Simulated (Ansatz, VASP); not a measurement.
**One calculation of Cu, two programs**

```
CELL_PARAMETERS angstrom
2.42067 0.00000 0.00000
-1.21033 2.09636 0.00000
0.00000 0.00000 4.28410
ATOMIC_POSITIONS crystal
Cu 0.33333 0.66667 0.25000
Cu 0.66667 0.33333 0.75000
```

Alike in both runs: task single point; functional PBEsol; k mesh 24 × 24 × 12; occupations gaussian, width 0.15 eV; no spin polarisation.

|  | VASP | Ansatz |
| --- | --- | --- |
| version | VASP 6.6.1 | Ansatz 0.2.0 |
| potentials or method | VASP PAW PBE potentials, release 64 (Cu), cutoff 520 eV | scalar-relativistic, plane waves, PAW |
| valence electrons in the cell | 22 | 38 |

|  | VASP | Ansatz | Ansatz less VASP |
| --- | --- | --- | --- |
| gap on the k mesh at the Fermi level (eV) | none | none | - |
| pressure (GPa) | 9.3 | 8.9 | -0.37 |
| traceless stress, the component that is largest in VASP (GPa) | -12.19 | -12.13 | +0.060 |

VASP's potentials were made for PBE, not for PBEsol. A gap of «none» marks a metal or a gap that the smearing closes. VASP's potentials hold 22 valence electrons a cell and Ansatz's 38, so a difference there can come from the potentials and not from the codes.
